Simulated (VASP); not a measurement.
A run of VASP 6.6.1 is set up as follows.

File INCAR:

```
PREC = Accurate ; ENCUT = 500
EDIFF = 1E-6 ; ISMEAR = -1
SIGMA = 0.05 ; LREAL = F
LASPH = T ; NELM = 120
ALGO = Normal ; ISIF = 2
LWAVE = F ; LCHARG = T
GGA = PS ; LELF = T
LVHAR = T ; NBANDS = 18
GGA_COMPAT = F
```

The input KPOINTS:

```
regular mesh
0
Gamma
  12 12 12
```

The input POSCAR:

```
ScPd
1.0
    3.3262023227      0.0000000000      0.0000000000
    0.0000000000      3.3262023227      0.0000000000
    0.0000000000      0.0000000000      3.3262023227
Sc Pd
1 1
Direct
    0.5000000000      0.5000000000      0.5000000000
    0.0000000000      0.0000000000      0.0000000000
```

Potentials or basis: VASP PAW PBE potentials, release 64 (Sc_sv, Pd).

Launch:

```bash
$ cat potpaw_PBE.64/Sc_sv/POTCAR potpaw_PBE.64/Pd/POTCAR > POTCAR
$ mpirun -np 1 vasp_std > vasp.out
```

Q: What does it give for the pressure?

A: -5.7 GPa.

Caveat: the PAW data sets were made with another functional, which shifts forces and pressure a little.
